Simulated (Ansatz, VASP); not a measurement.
## Si2C3: VASP beside Ansatz

File INCAR:

```
SYSTEM = Si2C3
ALGO = Normal ; EDIFF = 1E-6
EDIFFG = -0.01 ; ENCUT = 600
GGA = PE ; IBRION = 2
ISIF = 3 ; ISMEAR = 0
LASPH = .True. ; LCHARG = .False.
LREAL = .False. ; LWAVE = .False.
NELM = 80 ; NSW = 100
PREC = Accurate ; SIGMA = 0.1
```

The input KPOINTS:

```
k-points
0
Gamma
  18 18 6
  0 0 0
```

File POSCAR:

```
Si2C3
1.0
    2.8090061969      0.0000000000      0.0000000000
   -1.4045030985      2.4326707259      0.0000000000
    0.0000000000      0.0000000000      8.7014323985
Si C
2 3
Direct
    0.0000000000      0.0000000000      0.8546826515
    0.0000000000      0.0000000000      0.1453173485
    0.0000000000      0.0000000000      0.3533701097
    0.0000000000      0.0000000000      0.5000000000
    0.0000000000      0.0000000000      0.6466298903
```

Input for Ansatz:

```yaml
crystal:
  lattice:
    - [2.8090061969, 0.0, 0.0]
    - [-1.4045030985, 2.4326707259, 0.0]
    - [0.0, 0.0, 8.7014323985]
  atoms:
    - { symbol: Si, position: [0.0, 0.0, 0.8546826515] }
    - { symbol: Si, position: [0.0, 0.0, 0.1453173485] }
    - { symbol: C, position: [0.0, 0.0, 0.3533701097] }
    - { symbol: C, position: [0.0, 0.0, 0.5] }
    - { symbol: C, position: [0.0, 0.0, 0.6466298903] }
basis:
  ecutwfc: 420
kpoints:
  mp_grid: { grid: [18, 18, 6] }
hamiltonian:
  xc: pbe
scf:
  occupations: { method: gaussian, width: 0.1 }
output:
  forces: true
  stress: true
  eigenvalues: true
  write_density: true
  write_potential: true
  elf: true
  volumetric_format: npy
relax:
  adjacent_minimum: "off"
  f_tol: 0.01
  max_steps: 80
  cell: { stress_tol: 0.05 }
```

Alike in both runs: task relaxation of cell and atoms; functional PBE; k mesh 18 × 18 × 6; occupations gaussian, width 0.1 eV; no spin polarisation.

|  | VASP | Ansatz |
| --- | --- | --- |
| version | VASP 6.6.1 | Ansatz 0.2.0 |
| potentials or method | VASP PAW PBE potentials, release 64 (Si, C), cutoff 600 eV | scalar-relativistic, plane waves, PAW |
| valence electrons in the cell | 20 | 20 |

VASP gave:

| Quantity | Value |
| --- | --- |
| gap on the k mesh at the Fermi level, each at its own relaxed structure (eV) | none |
| relaxed volume (Å³/atom) | 11.86 |
| relaxed cell length with the largest relative difference (Å) | 8.704 |

Which values does Ansatz return?

gap on the k mesh at the Fermi level, each at its own relaxed structure (eV): none; relaxed volume (Å³/atom): 11.90; relaxed cell length with the largest relative difference (Å): 8.723.

A gap of «none» marks a metal or a gap that the smearing closes.
